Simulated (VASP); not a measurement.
# SmTa3Cl2 (P3m1) in VASP: notebook

SmTa3Cl2 is run at these levels: PBE; tasks: single point.

All numbers are computed with VASP 6.6.1; they aren't measurements. Logs are shortened: lines on timing, memory, paths and dates and some standing lists are left out, and cuts for length are marked.

### 1 The cell of the first run

Symmetry: P3m1, No. 156, trigonal system. The conventional cell has a = 4.828 Å, b = 4.828 Å, c = 6.519 Å, α = 90.00°, β = 90.00°, γ = 120.00°. Sm (site symmetry 3m) has 6 Cl at 2.79 to 2.91 Å and 5 Ta at 3.06 to 3.73 Å within 3.8 Å. Within 3.2 Å of Ta (site symmetry 3m) lie 1 Cl at 2.43 Å and 6 Ta at 2.85 to 2.88 Å. Within 3.3 Å of Ta (site symmetry 3m) lie 1 Cl at 2.46 Å and 6 Ta at 2.79 to 2.88 Å. Ta (site symmetry 3m) has 6 Ta at 2.79 to 2.85 Å and 2 Sm at 3.06 to 3.45 Å and 3 Cl at 3.82 Å within 3.9 Å. Within 3.2 Å of Cl (site symmetry 3m) lie 1 Ta at 2.43 Å and 3 Sm at 2.79 Å and 3 Cl at 2.93 Å. Within 3.3 Å of Cl (site symmetry 3m) lie 1 Ta at 2.46 Å and 3 Sm at 2.91 Å and 3 Cl at 2.93 Å.

### 2 Single point, PBE (21.93 Å³/atom)

Contents of INCAR:

```
ALGO     = Normal         # electronic algorithm
EDIFF    = 1E-6           # SCF threshold, eV
ENCUT    = 500            # plane-wave cutoff, eV
GGA      = PE             # functional
GGA_COMPAT= False        
ISIF     = 2              # what is computed and relaxed
ISMEAR   = 0              # smearing method
LASPH    = True           # aspherical terms in the spheres
LCHARG   = True           # write CHGCAR
LELF     = True           # ELF
LMAXMIX  = 6              # l up to which the mixer works
LREAL    = False          # projectors in reciprocal space
LVHAR    = True         
LWAVE    = False          # write WAVECAR
NBANDS   = 38             # bands
NELM     = 200            # most SCF steps
PREC     = Accurate       # precision mode
SIGMA    = 0.1            # smearing width, eV
```

Contents of KPOINTS:

```
k-points
0
Gamma
  6 6 6
```

Contents of POSCAR:

```
SmTa3Cl2
1.0
    4.8280281062      0.0000000000      0.0000000000
   -2.4140140531      4.1811949902      0.0000000000
    0.0000000000      0.0000000000      6.5187554383
Sm Ta Cl
1 3 2
Direct
    0.6666666667      0.3333333333      0.9533968498
    0.0000000000      0.0000000000      0.5736008834
    0.3333333333      0.6666666667      0.4605063763
    0.6666666667      0.3333333333      0.4834048242
    0.0000000000      0.0000000000      0.9463585569
    0.3333333333      0.6666666667      0.0827325096
```

Potentials or basis: VASP PAW PBE potentials, release 64 (Sm_3, Ta_pv, Cl), 4f in core.

The run is started by

```console
$ cat potpaw_PBE.64/Sm_3/POTCAR potpaw_PBE.64/Ta_pv/POTCAR potpaw_PBE.64/Cl/POTCAR > POTCAR
$ mpirun -np 1 vasp_std > vasp.out
```

OUTCAR:

```text
EDIFF = 1E-6
   ENCUT = 500
   GGA = PE
   ISIF = 2
   ISMEAR = 0
   LASPH = True
   LREAL = False
   NELM = 200
   PREC = Accurate

 ion  position               nearest neighbor table
   1  0.667  0.333  0.953-   5 2.79   5 2.79   5 2.79   6 2.91   6 2.91   6 2.91   4 3.06   4 3.45

   2  0.000  0.000  0.574-   5 2.43   4 2.85   4 2.85   4 2.85   3 2.88   3 2.88   3 2.88
   3  0.333  0.667  0.461-   6 2.46   4 2.79   4 2.79   4 2.79   2 2.88   2 2.88   2 2.88
   4  0.667  0.333  0.483-   3 2.79   3 2.79   3 2.79   2 2.85   2 2.85   2 2.85   1 3.06   1 3.45

   5  0.000  0.000  0.946-   2 2.43   1 2.79   1 2.79   1 2.79
   6  0.333  0.667  0.083-   3 2.46   1 2.91   1 2.91   1 2.91

  LATTYP: Found a hexagonal cell.
 ALAT       =     4.8280281062
 C/A-ratio  =     1.3501900351

  Lattice vectors:

 A1 = (   4.8280281062,   0.0000000000,   0.0000000000)
 A2 = (  -2.4140140531,   4.1811949902,   0.0000000000)
 A3 = (   0.0000000000,   0.0000000000,   6.5187554383)

Analysis of symmetry for initial positions (statically):
=====================================================================
 Subroutine PRICEL returns:
 Original cell was already a primitive cell.

 Routine SETGRP: Setting up the symmetry group for a
 hexagonal supercell.

 Subroutine GETGRP returns: Found  6 space group operations
 (whereof  6 operations were pure point group operations)
 out of a pool of 24 trial point group operations.

The static configuration has the point symmetry C_3v.

Analysis of symmetry for dynamics (positions and initial velocities):
=====================================================================
 Subroutine PRICEL returns:
 Original cell was already a primitive cell.

 Routine SETGRP: Setting up the symmetry group for a
 hexagonal supercell.

 Subroutine GETGRP returns: Found  6 space group operations
 (whereof  6 operations were pure point group operations)
 out of a pool of 24 trial point group operations.

The dynamic configuration has the point symmetry C_3v.

 Subroutine INISYM returns: Found  6 space group operations
 (whereof  6 operations are pure point group operations),
 and found     1 'primitive' translations

----------------------------------------------------------------------------------------

                                     Primitive cell

  volume of cell :     131.5936
[... 98 lines left out ...]
   LREAL  =      F    real-space projection
   EDIFFG = 0.1E-04   stopping-criterion for IOM
   NSW    =      0    number of steps for IOM
   IBRION =     -1    ionic relax: 0-MD 1-quasi-New 2-CG
   NFREE  =      0    steps in history (QN), initial steepest desc. (CG)
   ISIF   =      2    stress and relaxation
   ISYM   =      2    0-nonsym 1-usesym 2-fastsym
   POTIM  = 0.5000    time-step for ionic-motion
   TEBEG  =    0.0;   TEEND  =   0.0 temperature during run
   PSTRESS=    0.0 pullay stress
   NELECT =      58.0000    total number of electrons
   NUPDOWN=      -1.0000    fix difference up-down
   EMIN   =  10.00;   EMAX   =-10.00  energy-range for DOS
   EFERMI =   0.00;   METHOD = LEGACY
   ISMEAR =     0;   SIGMA  =   0.10  broadening in eV -4-tet -1-fermi 0-gaus
   EFERMI_NEDOS =   21; number of points for ismear=-14 and -15
   IALGO  =     38    algorithm
   IMIX   =      4    mixing-type and parameters
     AMIX     =   0.40;   BMIX     =  1.00
     AMIX_MAG =   1.60;   BMIX_MAG =  1.00
  volume/ion in A,a.u.               =      21.93       148.01
  Fermi-wavevector in a.u.,A,eV,Ry     =   1.245869  2.354352 21.118836  1.552191
  Thomas-Fermi vector in A             =   2.380072
   LORBIT       =      0    0 simple, 1 ext, 2 COOP (PROOUT), +10 PAW based schemes
   GGA     = PE    functional components
   LHFCALC =     F    Hartree Fock is set to
   AEXX    =    0.0000 exact exchange contribution
   IVDW    =     0    specifies the selected vdW correction
   LEPSILON=     F    determine dielectric tensor
   LRPA    =     F    only Hartree local field effects (RPA)
 non-spin polarized calculation
 Gauss-broadening in eV      SIGMA  =   0.10
  energy-cutoff  :      500.00
  volume of cell :      131.59
 maximum number of plane-waves:      3364
 NGX is ok and might be reduce to    36
   NGX = 17   NGY = 17   NGZ = 23

 number of electron      58.0000004 magnetization

 Free energy of the ion-electron system (eV)
  ---------------------------------------------------
  ext. energy  EPLUGINS =         0.00000000
  ---------------------------------------------------
  free energy    TOTEN  =       -45.13702589 eV

  energy without entropy =      -45.11454693  energy(sigma->0) =      -45.12578641

 E-fermi :   4.8797     XC(G=0): -10.7736

 val. band max:        4.8696110818   @ k =   0.1667   0.1667   0.5000
 cond. band min:       4.8871157041   @ k =   0.3333   0.3333   0.5000
 fundamental gap:      0.0175046223
 Fermi energy:         4.8796739783

 k-point     1 :       0.0000    0.0000    0.0000
  band No.  band energies     occupation
      1     -36.7937      2.00000
      2     -29.5544      2.00000
      3     -29.5048      2.00000
      4     -29.4257      2.00000
      5     -29.4257      2.00000
      6     -29.3309      2.00000
[... 973 lines left out ...]
     37       8.1084      0.00000
     38       8.2600      0.00000

 [... further k-points ...]

------------------------ aborting loop because EDIFF is reached ----------------------------------------

  FORCE on cell =-STRESS in cart. coord.  units (eV):
  Direction    XX          YY          ZZ          XY          YZ          ZX
  --------------------------------------------------------------------------------------
  -------------------------------------------------------------------------------------
  Total        1.6166692      1.6166692      1.6407822     -0.0000000      0.0000000      0.0000000
  in kB       19.6832524     19.6832524     19.9768320     -0.0000000      0.0000000      0.0000000
  external PRESSURE =      19.7811122 kB  Pullay stress =       0.0000000 kB

 VOLUME and BASIS-vectors are now :
 -----------------------------------------------------------------------------
  energy-cutoff  :      500.00
  volume of cell :      131.59
      direct lattice vectors                 reciprocal lattice vectors
     4.828028106  0.000000000  0.000000000     0.207123898  0.119583038  0.000000000
    -2.414014053  4.181194990  0.000000000     0.000000000  0.239166076  0.000000000
     0.000000000  0.000000000  6.518755438     0.000000000  0.000000000  0.153403515

 POSITION                                       TOTAL-FORCE (eV/Angst)
 -----------------------------------------------------------------------------------
      2.41401      1.39373      6.21496         0.000000      0.000000      0.011663
      0.00000      0.00000      3.73916         0.000000     -0.000000     -0.021139
     -0.00000      2.78746      3.00193         0.000000      0.000000      0.002800
      2.41401      1.39373      3.15120         0.000000      0.000000      0.002840
      0.00000      0.00000      6.16908         0.000000     -0.000000      0.014410
     -0.00000      2.78746      0.53931        -0.000000     -0.000000     -0.010575
 -----------------------------------------------------------------------------------
    total drift:                                0.000000      0.000000     -0.000734

  FREE ENERGIE OF THE ION-ELECTRON SYSTEM (eV)
  ---------------------------------------------------
  free  energy   TOTEN  =       -45.1370258870 eV

  energy  without entropy=      -45.1145469347  energy(sigma->0) =      -45.12578641
```

stdout:

```text
POSCAR found type information on POSCAR SmTaCl
 POSCAR found :  3 types and       6 ions
 scaLAPACK will be used
 LDA part: xc-table for (Slater+PW92), standard interpolation
 POSCAR, INCAR and KPOINTS ok, starting setup
 FFT: planning ... GRIDC
 FFT: planning ... GRID_SOFT
 FFT: planning ... GRID
 WAVECAR not read
 entering main loop
```

Run time: 75 s. Hardware: 1 thread of Intel Xeon 6975P-C (Granite Rapids), shared host; peak memory 0.32 GiB.

What came out:

```
Free energy            : -45.1370 eV
Pressure               : 2.0 GPa
Largest force          : 0.021 eV/Å
Band gap on the k mesh : zero (bands 29 and 30 overlap by 0.87 eV)
```

Forces on the atoms (eV/Å):
```
Sm   0.000  0.000  0.012
Ta   0.000  0.000 -0.021
Ta   0.000  0.000  0.003
Ta   0.000  0.000  0.003
Cl   0.000  0.000  0.014
Cl   0.000  0.000 -0.011
```

Levels at points of the mesh, in eV from the Fermi level:
```
           k point  band 27  band 28  band 29  band 30  band 31  band 32
(0.00, 0.00, 0.00)    -1.02    -0.40     0.30     0.30     0.89     0.89
(0.50, 0.00, 0.00)    -0.90    -0.84    -0.57    -0.47     1.66     1.67
(0.00, 0.00, 0.50)    -0.99     0.40     0.40     0.56     0.68     0.68
(0.50, 0.00, 0.50)    -0.91    -0.80    -0.55     0.57     0.91     1.57
```

Caveat: spin-orbit coupling is left out, which moves the levels of the heavy elements; the 4f electrons are frozen in the core, so they carry no moment and show no levels; the run has no spin polarisation, though such a crystal can be magnetic.

### 3 Single point, PBE

This run uses another cell than the first one, of 22.61 Å³/atom.

Contents of INCAR:

```
SYSTEM = SmTa3Cl2
ALGO = Normal ; EDIFF = 1E-6
ENCUT = 500 ; GGA = PE
GGA_COMPAT = .False. ; ISIF = 2
ISMEAR = 0 ; LASPH = .True.
LCHARG = .False. ; LMAXMIX = 6
LREAL = .False. ; LWAVE = .False.
NBANDS = 38 ; NELM = 200
PREC = Accurate ; SIGMA = 0.1
```

Contents of KPOINTS:

```
k-points
0
Gamma
  6 6 6
  0 0 0
```

Contents of POSCAR:

```
SmTa3Cl2
1.0
    4.8365769382      0.0000000000      0.0000000000
   -2.4182884691      4.1885984958      0.0000000000
    0.0000000000      0.0000000000      6.6966304252
Sm Ta Cl
1 3 2
Direct
    0.6666666667      0.3333333333      0.9467100725
    0.0000000000      0.0000000000      0.5763324800
    0.3333333333      0.6666666667      0.4615214634
    0.6666666667      0.3333333333      0.4842032530
    0.0000000000      0.0000000000      0.9409811665
    0.3333333333      0.6666666667      0.0902515648
```

Potentials or basis: VASP PAW PBE potentials, release 64 (Sm_3, Ta_pv, Cl), 4f in core.

The run is started by

```console
$ cat potpaw_PBE.64/Sm_3/POTCAR potpaw_PBE.64/Ta_pv/POTCAR potpaw_PBE.64/Cl/POTCAR > POTCAR
$ mpirun -np 1 vasp_std > vasp.out
```

Run time: 82 s. Hardware: 1 thread of Intel Xeon 6975P-C (Granite Rapids), shared host; peak memory 0.33 GiB.

Results (log left out):

* Free energy: -45.1618 eV
* Pressure: 0.0 GPa
* Largest force: 0.023 eV/Å
* Band gap on the k mesh: zero (bands 29 and 30 overlap by 0.83 eV)

Forces in eV/Å, atoms in the order of the input:
```
Sm   0.000  0.000  0.014
Ta   0.000  0.000 -0.017
Ta   0.000  0.000  0.007
Ta   0.000  0.000  0.002
Cl   0.000  0.000  0.017
Cl   0.000  0.000 -0.023
```

Stress tensor (GPa, compression positive):
```
0.00 0.00 0.00
0.00 0.00 0.00
0.00 0.00 0.08
```

Levels at points of the mesh, in eV from the Fermi level:
```tsv
k point	band 26	band 27	band 28	band 29	band 30	band 31	band 32	band 33
(0.00, 0.00, 0.00)	-1.01	-1.01	-0.47	0.32	0.32	0.87	0.87	1.80
(0.50, 0.00, 0.00)	-1.56	-0.88	-0.82	-0.54	-0.40	1.56	1.60	2.13
(0.00, 0.00, 0.50)	-1.00	-1.00	0.42	0.42	0.48	0.68	0.68	2.13
(0.50, 0.00, 0.50)	-1.24	-0.90	-0.81	-0.52	0.54	1.02	1.43	1.69
```

Caveat: spin-orbit coupling is left out, which moves the levels of the heavy elements; the 4f electrons are frozen in the core, so they carry no moment and show no levels; the run has no spin polarisation, though such a crystal can be magnetic. Spin polarisation is off, so any magnetic state and its effect on volume and gap are missing.

### 4 Single point, PBE

This run uses another cell than the first one, of 22.60 Å³/atom.

Contents of INCAR:

```
SYSTEM = SmTa3Cl2
  PREC = Accurate
  ENCUT = 500
  EDIFF = 1E-6
  ISMEAR = 0
  SIGMA = 0.1
  LREAL = .False.
  LASPH = .True.
  NELM = 200
  ALGO = Normal
  ISIF = 2
  LWAVE = .False.
  LCHARG = .False.
  GGA = PE
  NBANDS = 38
  GGA_COMPAT = .False.
  LMAXMIX = 6
```

Contents of KPOINTS:

```
regular mesh
0
Gamma
  6 6 6
  0 0 0
```

Contents of POSCAR:

```
SmTa3Cl2
1.0
    4.8360609651      0.0000000000      0.0000000000
   -2.4180304826      4.1881516500      0.0000000000
    0.0000000000      0.0000000000      6.6948313535
Sm Ta Cl
1 3 2
Direct
    0.6666666667      0.3333333333      0.9469356571
    0.0000000000      0.0000000000      0.5763908989
    0.3333333333      0.6666666667      0.4613675107
    0.6666666667      0.3333333333      0.4842705192
    0.0000000000      0.0000000000      0.9411118092
    0.3333333333      0.6666666667      0.0899236052
```

The run is started by

```console
$ cat potpaw_PBE.64/Sm_3/POTCAR potpaw_PBE.64/Ta_pv/POTCAR potpaw_PBE.64/Cl/POTCAR > POTCAR
$ mpirun -np 1 vasp_std > vasp.out
```

Wall time 82 s (1 thread of Intel Xeon 6975P-C (Granite Rapids), shared host); peak memory 0.33 GiB.

The run converged. Its results:

* Free energy: -45.1618 eV
* Pressure: 0.1 GPa
* Largest force: 0.020 eV/Å
* Band gap on the k mesh: zero (bands 29 and 30 overlap by 0.83 eV)

Forces in eV/Å, atoms in the order of the input:
```
Sm   0.000  0.000  0.013
Ta   0.000  0.000 -0.020
Ta   0.000  0.000  0.005
Ta   0.000  0.000  0.000
Cl   0.000  0.000  0.016
Cl   0.000  0.000 -0.014
```

Levels at points of the mesh, in eV from the Fermi level:
```tsv
k point	band 25	band 26	band 27	band 28	band 29	band 30	band 31	band 32	band 33	band 34
(0.00, 0.00, 0.00)	-1.18	-1.01	-1.01	-0.47	0.32	0.32	0.88	0.88	1.80	2.06
(0.50, 0.00, 0.00)	-1.76	-1.56	-0.88	-0.82	-0.54	-0.40	1.56	1.60	2.13	2.60
(0.00, 0.00, 0.50)	-1.25	-1.00	-1.00	0.42	0.42	0.49	0.69	0.69	2.13	2.13
(0.50, 0.00, 0.50)	-1.46	-1.24	-0.90	-0.81	-0.51	0.54	1.02	1.43	1.69	2.08
```

Caveat: spin-orbit coupling is left out, which moves the levels of the heavy elements; the 4f electrons are frozen in the core, so they carry no moment and show no levels; the run has no spin polarisation, though such a crystal can be magnetic.

### 5 Single point, PBE

This run uses another cell than the first one, of 22.61 Å³/atom.

Contents of INCAR:

```
  ALGO = Normal
  EDIFF = 1E-6
  ENCUT = 500
  GGA = PE
  GGA_COMPAT = F
  ISIF = 2
  ISMEAR = 0
  LASPH = T
  LCHARG = F
  LMAXMIX = 6
  LREAL = F
  LWAVE = F
  NBANDS = 38
  NELM = 200
  PREC = Accurate
  SIGMA = 0.1
```

Contents of KPOINTS:

```
k-points
0
Gamma
  6 6 6
```

Contents of POSCAR:

```
SmTa3Cl2
1.0
    4.8365769382      0.0000000000      0.0000000000
   -2.4182884691      4.1885984958      0.0000000000
    0.0000000000      0.0000000000      6.6966304252
Sm Ta Cl
1 3 2
Direct
    0.6666666667      0.3333333333      0.9467100725
    0.0000000000      0.0000000000      0.5763324800
    0.3333333333      0.6666666667      0.4615214634
    0.6666666667      0.3333333333      0.4842032530
    0.0000000000      0.0000000000      0.9409811665
    0.3333333333      0.6666666667      0.0902515648
```

The run is started by

```console
$ cat potpaw_PBE.64/Sm_3/POTCAR potpaw_PBE.64/Ta_pv/POTCAR potpaw_PBE.64/Cl/POTCAR > POTCAR
$ mpirun -np 1 vasp_std > vasp.out
```

Wall time 86 s (1 thread of Intel Xeon 6975P-C (Granite Rapids), shared host); peak memory 0.33 GiB.

Results (log left out):

```
Free energy            : -45.1618 eV
Pressure               : 0.0 GPa
Largest force          : 0.023 eV/Å
Band gap on the k mesh : zero (bands 29 and 30 overlap by 0.83 eV)
```

Forces in eV/Å, atoms in the order of the input:
```
Sm   0.000  0.000  0.014
Ta   0.000  0.000 -0.017
Ta   0.000  0.000  0.007
Ta   0.000  0.000  0.002
Cl   0.000  0.000  0.017
Cl   0.000  0.000 -0.023
```

Stress tensor (GPa, compression positive):
```
0.00 0.00 0.00
0.00 0.00 0.00
0.00 0.00 0.08
```

Levels at points of the mesh, in eV from the Fermi level:
```tsv
k point	band 26	band 27	band 28	band 29	band 30	band 31	band 32	band 33
(0.00, 0.00, 0.00)	-1.01	-1.01	-0.47	0.32	0.32	0.87	0.87	1.80
(0.50, 0.00, 0.00)	-1.56	-0.88	-0.82	-0.54	-0.40	1.56	1.60	2.13
(0.00, 0.00, 0.50)	-1.00	-1.00	0.42	0.42	0.48	0.68	0.68	2.13
(0.50, 0.00, 0.50)	-1.24	-0.90	-0.81	-0.52	0.54	1.02	1.43	1.69
```

Caveat: spin-orbit coupling is left out, which moves the levels of the heavy elements; the 4f electrons are frozen in the core, so they carry no moment and show no levels; the run has no spin polarisation, though such a crystal can be magnetic. With open d or f shells a metallic result of PBE can be an artefact of self-interaction; +U or a hybrid may open a gap.

(Part 1 of 2 ends here.)
